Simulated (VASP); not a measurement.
# HgTe (Coloradoite) (P1) in VASP: a series of runs, part 3 of 3

VASP 6.6.1. The steps go on from the part before.

## (4) Single point, PBE

INCAR reads:

```
SYSTEM = HgTe
  PREC = Accurate
  ENCUT = 500
  EDIFF = 1E-6
  ISMEAR = 0
  SIGMA = 0.01
  LREAL = .False.
  LASPH = .True.
  NELM = 120
  ALGO = Normal
  ISIF = 2
  LWAVE = .False.
  LCHARG = .False.
  GGA = PE
  NBANDS = 16
  GGA_COMPAT = .False.
```

KPOINTS reads:

```
regular mesh
0
Gamma
  3 3 3
  0 0 0
```

POSCAR reads:

```
HgTe
1.0
    0.0147400000      3.2111200000      3.1275700000
    3.2112800000     -0.0273100000      3.1696200000
    3.2224200000      3.2643200000     -0.0384600000
Hg Te
1 1
Direct
    0.0015000000      0.9970100000      0.0008700000
    0.2528280808      0.2593223707      0.2395038415
```

Potentials or basis: VASP PAW PBE potentials, release 64 (Hg, Te).

Started as:

```console
$ cat potpaw_PBE.64/Hg/POTCAR potpaw_PBE.64/Te/POTCAR > POTCAR
$ mpirun -np 1 vasp_std > vasp.out
```

OUTCAR:

```text
SYSTEM = HgTe
   PREC = Accurate
   ENCUT = 500
   EDIFF = 1E-6
   ISMEAR = 0
   LREAL = .False.
   LASPH = .True.
   NELM = 120
   ISIF = 2
   GGA = PE

 ion  position               nearest neighbor table
   1  0.002  0.997  0.001-   2 2.74   2 2.75   2 2.77   2 2.85
   2  0.253  0.259  0.240-   1 2.74   1 2.75   1 2.77   1 2.85

  LATTYP: Found a triclinic cell.
 ALAT       =     4.5505016250
 B/A-ratio  =     0.9915734226
 C/A-ratio  =     0.9905070103
 COS(alpha) =     0.0129903702
 COS(beta)  =     0.4850230245
 COS(gamma) =     0.5107352017

  Lattice vectors:

 A1 = (  -3.1965400000,   3.2384300000,  -0.0420500000)
 A2 = (  -3.2112800000,   0.0273100000,  -3.1696200000)
 A3 = (  -3.2076800000,  -0.0532000000,   3.1660300000)

Analysis of symmetry for initial positions (statically):
=====================================================================
 Subroutine PRICEL returns:
 Original cell was already a primitive cell.

 Routine SETGRP: Setting up the symmetry group for a
 triclinic supercell.

 Subroutine GETGRP returns: Found  1 space group operations
 (whereof  1 operations were pure point group operations)
 out of a pool of  2 trial point group operations.
[... 152 lines left out ...]

 E-fermi :   3.4338     XC(G=0):  -8.7966

 val. band max:        3.4135424249   @ k =   0.0000   0.0000   0.0000
 cond. band min:       3.4541361926   @ k =   0.0000   0.0000   0.0000
 fundamental gap:      0.0405937677
 Fermi energy:         3.4338393083

 k-point     1 :       0.0000    0.0000    0.0000
  band No.  band energies     occupation
      1      -8.7371      2.00000
      2      -4.1968      2.00000
      3      -4.1736      2.00000
      4      -4.0873      2.00000
      5      -3.6202      2.00000
      6      -3.5947      2.00000
[... 243 lines left out ...]
      3      -3.9462      2.00000
      4      -3.6506      2.00000
      5      -3.6042      2.00000
      6      -3.1300      2.00000
[... 8 lines left out ...]
     15      12.3924      0.00000
     16      15.3547      0.00000

------------------------ aborting loop because EDIFF is reached ----------------------------------------

  FORCE on cell =-STRESS in cart. coord.  units (eV):
  Direction    XX          YY          ZZ          XY          YZ          ZX
  --------------------------------------------------------------------------------------
  -------------------------------------------------------------------------------------
  Total        2.7371906      2.6644670      2.5785415     -0.3780944      0.3264245      0.2652506
  in kB       66.3434682     64.5808087     62.4981654     -9.1641761      7.9118101      6.4290896
  external PRESSURE =      64.4741474 kB  Pullay stress =       0.0000000 kB

 VOLUME and BASIS-vectors are now :
 -----------------------------------------------------------------------------
  energy-cutoff  :      500.00
  volume of cell :       66.10
      direct lattice vectors                 reciprocal lattice vectors
     0.014740000  3.211120000  3.127570000    -0.156508666  0.156383846  0.159913173
     3.211280000 -0.027310000  3.169620000     0.156316318 -0.152474131  0.155810622
     3.222420000  3.264320000 -0.038460000     0.155265754  0.151231692 -0.156003456

 POSITION                                       TOTAL-FORCE (eV/Angst)
 -----------------------------------------------------------------------------------
      3.20450     -0.01957      3.16480        -0.163553     -0.111355      0.218592
      1.60827      1.58660      1.60348         0.163553      0.111355     -0.218592
 -----------------------------------------------------------------------------------
    total drift:                               -0.000006      0.000495      0.000423

  FREE ENERGIE OF THE ION-ELECTRON SYSTEM (eV)
  ---------------------------------------------------
  free  energy   TOTEN  =        -3.2019770039 eV

  energy  without entropy=       -3.2019702125  energy(sigma->0) =       -3.20197361
```

OSZICAR:

```text
N       E                     dE             d eps       ncg     rms          rms(c)
DAV:   1     0.100204047979E+03    0.10020E+03   -0.78020E+03   448   0.944E+02
DAV:   2    -0.112115918678E+00   -0.10032E+03   -0.94561E+02   544   0.223E+02
DAV:   3    -0.342126144816E+01   -0.33091E+01   -0.33019E+01   528   0.420E+01
DAV:   4    -0.345257783741E+01   -0.31316E-01   -0.31315E-01   664   0.371E+00
DAV:   5    -0.345273230736E+01   -0.15447E-03   -0.15447E-03   584   0.210E-01    0.819E+00
DAV:   6    -0.321161344644E+01    0.24112E+00   -0.45324E-01   472   0.914E+00    0.642E+00
DAV:   7    -0.320185486887E+01    0.97586E-02   -0.13245E-01   488   0.238E+00    0.235E+00
DAV:   8    -0.320163479513E+01    0.22007E-03   -0.13449E-02   464   0.132E+00    0.610E-01
DAV:   9    -0.320187545668E+01   -0.24066E-03   -0.94681E-04   464   0.361E-01    0.150E-01
DAV:  10    -0.320194365323E+01   -0.68197E-04   -0.12630E-04   536   0.992E-02    0.515E-02
DAV:  11    -0.320198000871E+01   -0.36355E-04   -0.69351E-05   456   0.598E-02    0.436E-02
DAV:  12    -0.320197732960E+01    0.26791E-05   -0.62377E-06   592   0.232E-02    0.240E-02
DAV:  13    -0.320197700388E+01    0.32572E-06   -0.11623E-06   400   0.569E-03
   1 F= -.32019770E+01 E0= -.32019736E+01  d E =-.679136E-05
```

Wall time 32 s (1 thread of Intel Xeon 8259CL, shared host); peak memory 0.2 GiB.

Results:

```
Free energy            : -3.2020 eV
Pressure               : 6.4 GPa
Largest force          : 0.295 eV/Å
Band gap on the k mesh : 0.04 eV, direct
```

Forces in eV/Å, atoms in the order of the input:
```
Hg  -0.164 -0.111  0.219
Te   0.164  0.111 -0.219
```

Stress tensor (GPa, compression positive):
```
 6.63 -0.92  0.64
-0.92  6.46  0.79
 0.64  0.79  6.25
```

Caveat: the k points lie up to 0.57 Å⁻¹ apart; spin-orbit coupling is left out, which moves the levels of the heavy elements.

## (5) Single point, PBE

INCAR reads:

```
PREC     = Accurate       # precision mode
ENCUT    = 500            # plane-wave cutoff, eV
EDIFF    = 1E-6           # SCF threshold, eV
ISMEAR   = 0              # smearing method
SIGMA    = 0.01           # smearing width, eV
LREAL    = False          # projectors in reciprocal space
LASPH    = True           # aspherical terms in the spheres
NELM     = 120            # most SCF steps
ALGO     = Normal         # electronic algorithm
ISIF     = 2              # what is computed and relaxed
LWAVE    = False          # write WAVECAR
LCHARG   = False          # write CHGCAR
GGA      = PE             # functional
NBANDS   = 16             # bands
GGA_COMPAT= False
```

KPOINTS reads:

```
Automatic mesh
0
Gamma
  3 3 3
```

Edit POSCAR of step 4 so:

```diff
@@ -9,2 +9,2 @@
     0.0015000000      0.9970100000      0.0008700000
-    0.2528280808      0.2593223707      0.2395038415
+    0.2567376769      0.2555105174      0.2432846338
```

Started as:

```console
$ cat potpaw_PBE.64/Hg/POTCAR potpaw_PBE.64/Te/POTCAR > POTCAR
$ mpirun -np 1 vasp_std > vasp.out
```

It took 31 s on 1 thread of Intel Xeon 8259CL, shared host; peak memory 0.2 GiB.

It converged, with:

```
Free energy            : -3.2033 eV
Pressure               : 6.4 GPa
Largest force          : 0.300 eV/Å
Band gap on the k mesh : 0.04 eV, direct
```

Forces in eV/Å, atoms in the order of the input:
```
Hg  -0.190  0.008  0.231
Te   0.190 -0.008 -0.231
```

Stress tensor (GPa, compression positive):
```
 6.64 -0.97  0.11
-0.97  6.45  0.86
 0.11  0.86  6.21
```

Levels at points of the mesh, in eV from the valence-band top:
| k point | band 7 | band 8 | band 9 | band 10 | band 11 | band 12 |
| --- | --- | --- | --- | --- | --- | --- |
| (0.00, 0.00, 0.00) | -0.74 | -0.08 | 0.00 | 0.04 | 3.98 | 4.13 |

Caveat: the k points lie up to 0.57 Å⁻¹ apart; spin-orbit coupling is left out, which moves the levels of the heavy elements.

## (6) Single point, PBE

INCAR reads:

```
SYSTEM = HgTe
  PREC = Accurate
  ENCUT = 500
  EDIFF = 1E-6
  ISMEAR = 0
  SIGMA = 0.01
  LREAL = .False.
  LASPH = .True.
  NELM = 120
  ALGO = Normal
  ISIF = 2
  LWAVE = .False.
  LCHARG = .False.
  GGA = PE
  NBANDS = 16
  GGA_COMPAT = .False.
```

KPOINTS reads:

```
regular mesh
0
Gamma
  3 3 3
  0 0 0
```

Edit POSCAR of step 5 so:

```diff
@@ -9,2 +9,2 @@
     0.0015000000      0.9970100000      0.0008700000
-    0.2567376769      0.2555105174      0.2432846338
+    0.2504823231      0.2616094826      0.2372353662
```

Potentials or basis: VASP PAW PBE potentials, release 64 (Hg, Te).

Started as:

```console
$ cat potpaw_PBE.64/Hg/POTCAR potpaw_PBE.64/Te/POTCAR > POTCAR
$ mpirun -np 1 vasp_std > vasp.out
```

OUTCAR:

```text
SYSTEM = HgTe
   PREC = Accurate
   ENCUT = 500
   EDIFF = 1E-6
   ISMEAR = 0
   LREAL = .False.
   LASPH = .True.
   NELM = 120
   ISIF = 2
   GGA = PE

 ion  position               nearest neighbor table
   1  0.002  0.997  0.001-   2 2.74   2 2.75   2 2.76   2 2.86
   2  0.250  0.262  0.237-   1 2.74   1 2.75   1 2.76   1 2.86

  LATTYP: Found a triclinic cell.
 ALAT       =     4.5505016250
 B/A-ratio  =     0.9915734226
 C/A-ratio  =     0.9905070103
 COS(alpha) =     0.0129903702
[... 446 lines left out ...]
------------------------ aborting loop because EDIFF is reached ----------------------------------------

  FORCE on cell =-STRESS in cart. coord.  units (eV):
  Direction    XX          YY          ZZ          XY          YZ          ZX
  --------------------------------------------------------------------------------------
  -------------------------------------------------------------------------------------
  Total        2.7429128      2.6692699      2.5984462     -0.3669623      0.3091123      0.3932760
  in kB       66.4821634     64.6972208     62.9806097     -8.8943580      7.4922000      9.5321444
  external PRESSURE =      64.7199980 kB  Pullay stress =       0.0000000 kB

 VOLUME and BASIS-vectors are now :
 -----------------------------------------------------------------------------
  energy-cutoff  :      500.00
  volume of cell :       66.10
      direct lattice vectors                 reciprocal lattice vectors
     0.014740000  3.211120000  3.127570000    -0.156508666  0.156383846  0.159913173
     3.211280000 -0.027310000  3.169620000     0.156316318 -0.152474131  0.155810622
     3.222420000  3.264320000 -0.038460000     0.155265754  0.151231692 -0.156003456

 POSITION                                       TOTAL-FORCE (eV/Angst)
 -----------------------------------------------------------------------------------
      3.20450     -0.01957      3.16480        -0.147894     -0.183247      0.212097
      1.60827      1.57160      1.60348         0.147894      0.183247     -0.212097
 -----------------------------------------------------------------------------------
    total drift:                               -0.000016      0.000486      0.000386

  FREE ENERGIE OF THE ION-ELECTRON SYSTEM (eV)
  ---------------------------------------------------
  free  energy   TOTEN  =        -3.1997716534 eV

  energy  without entropy=       -3.1997674017  energy(sigma->0) =       -3.19976953
```

OSZICAR:

```text
N       E                     dE             d eps       ncg     rms          rms(c)
DAV:   1     0.100205819542E+03    0.10021E+03   -0.78018E+03   448   0.944E+02
DAV:   2    -0.109762738546E+00   -0.10032E+03   -0.94568E+02   544   0.223E+02
DAV:   3    -0.341916275868E+01   -0.33094E+01   -0.33021E+01   528   0.420E+01
DAV:   4    -0.345053522738E+01   -0.31372E-01   -0.31371E-01   664   0.371E+00
DAV:   5    -0.345068975585E+01   -0.15453E-03   -0.15453E-03   584   0.210E-01    0.820E+00
DAV:   6    -0.320943261678E+01    0.24126E+00   -0.45359E-01   472   0.915E+00    0.642E+00
DAV:   7    -0.319965078648E+01    0.97818E-02   -0.13262E-01   488   0.238E+00    0.235E+00
DAV:   8    -0.319943086988E+01    0.21992E-03   -0.13486E-02   464   0.132E+00    0.610E-01
DAV:   9    -0.319967077680E+01   -0.23991E-03   -0.95737E-04   480   0.363E-01    0.150E-01
DAV:  10    -0.319973834299E+01   -0.67566E-04   -0.12702E-04   536   0.100E-01    0.517E-02
DAV:  11    -0.319977414373E+01   -0.35801E-04   -0.65030E-05   472   0.576E-02    0.402E-02
DAV:  12    -0.319977187588E+01    0.22678E-05   -0.60113E-06   584   0.221E-02    0.219E-02
DAV:  13    -0.319977165341E+01    0.22248E-06   -0.12587E-06   464   0.584E-03
   1 F= -.31997717E+01 E0= -.31997695E+01  d E =-.425175E-05
```

stdout:

```text
POSCAR found type information on POSCAR HgTe
 POSCAR found :  2 types and       2 ions
 scaLAPACK will be used
 LDA part: xc-table for (Slater+PW92), standard interpolation
 POSCAR, INCAR and KPOINTS ok, starting setup
 FFT: planning ... GRIDC
 FFT: planning ... GRID_SOFT
 FFT: planning ... GRID
 WAVECAR not read
 entering main loop
```

Run time: 32 s. Hardware: 1 thread of Intel Xeon 8259CL, shared host; peak memory 0.2 GiB.

Results:

```
Free energy            : -3.1998 eV
Pressure               : 6.5 GPa
Largest force          : 0.317 eV/Å
Band gap on the k mesh : 0.04 eV, direct
```

Forces in eV/Å, atoms in the order of the input:
```
Hg  -0.148 -0.183  0.212
Te   0.148  0.183 -0.212
```

Caveat: the k points lie up to 0.57 Å⁻¹ apart; spin-orbit coupling is left out, which moves the levels of the heavy elements.
